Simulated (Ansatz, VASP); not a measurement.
One calculation of CsBOs, two programs

```xyz
6
Lattice="3.6634 0.0000 0.0000 0.0000 3.6634 0.0000 0.0000 0.0000 9.4207" Properties=species:S:1:pos:R:3 pbc="T T T"
Cs    0.0000    0.0000    4.7103
Cs    1.8317    1.8317    4.7103
B     1.8317    0.0000    6.8187
B     0.0000    1.8317    2.6020
Os    1.8317    0.0000    1.3180
Os    0.0000    1.8317    8.1027
```

Alike in both runs: task relaxation of cell and atoms; functional PBE; k mesh 6 × 6 × 2; occupations gaussian, width 0.1 eV; no spin polarisation.

|  | VASP | Ansatz |
| --- | --- | --- |
| version | VASP 6.6.1 | Ansatz 0.2.0 |
| potentials or method | VASP PAW PBE potentials, release 64 (Cs_sv, B, Os), cutoff 600 eV | scalar-relativistic, plane waves, PAW |
| valence electrons in the cell | 40 | 56 |

```csv
,VASP,Ansatz,Ansatz less VASP
"gap on the k mesh at the Fermi level, each at its own relaxed structure (eV)",none,none,-
relaxed volume (Å³/atom),27.58,25.70,-1.879
relaxed length of the cell vector where the two differ most in proportion (Å),4.111,8.085,+3.9738
```

A gap of «none» marks a metal or a gap that the smearing closes. One of these differences is far larger than is usual between the two programs; its cause wasn't traced. VASP's potentials hold 40 valence electrons a cell and Ansatz's 56, so a difference there can come from the potentials and not from the codes.

Neither program's run includes spin-orbit coupling. Noted on VASP's run: the volume moved by over 15 % at a fixed basis, so the end points are rough.
